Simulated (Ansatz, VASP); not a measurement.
Rh in VASP and in Ansatz

```
Rh
1.0
    -1.34468    1.34468    1.90270
     1.34468   -1.34468    1.90270
     1.34468    1.34468   -1.90270
Rh
1
Direct
  0.00000 0.00000 0.00000
```

Alike in both runs: functional r2SCAN; k mesh 8 × 8 × 8; occupations gaussian, width 0.1 eV; no spin polarisation.

Ansatz relaxed the structure, and its values are those at the end. VASP's run is a single point on that final structure, the one shown.

|  | VASP | Ansatz |
| --- | --- | --- |
| version | VASP 6.6.1 | Ansatz 0.2.0 |
| potentials or method | VASP PAW PBE potentials, release 64 (Rh_sv_GW), cutoff 580 eV | scalar-relativistic, plane waves, PAW |
| valence electrons in the cell | 17 | 17 |

```csv
,VASP,Ansatz,Ansatz less VASP
gap on the k mesh at the Fermi level (eV),none,none,-
pressure (GPa),-1.8,-0.2,+1.59
```

VASP's potentials were made for PBE, not for r2SCAN. A gap of «none» marks a metal or a gap that the smearing closes. With one functional, cell and mesh, what is left measures potentials, basis and numerics.

The k mesh is coarse, so the values compare programs but aren't converged.
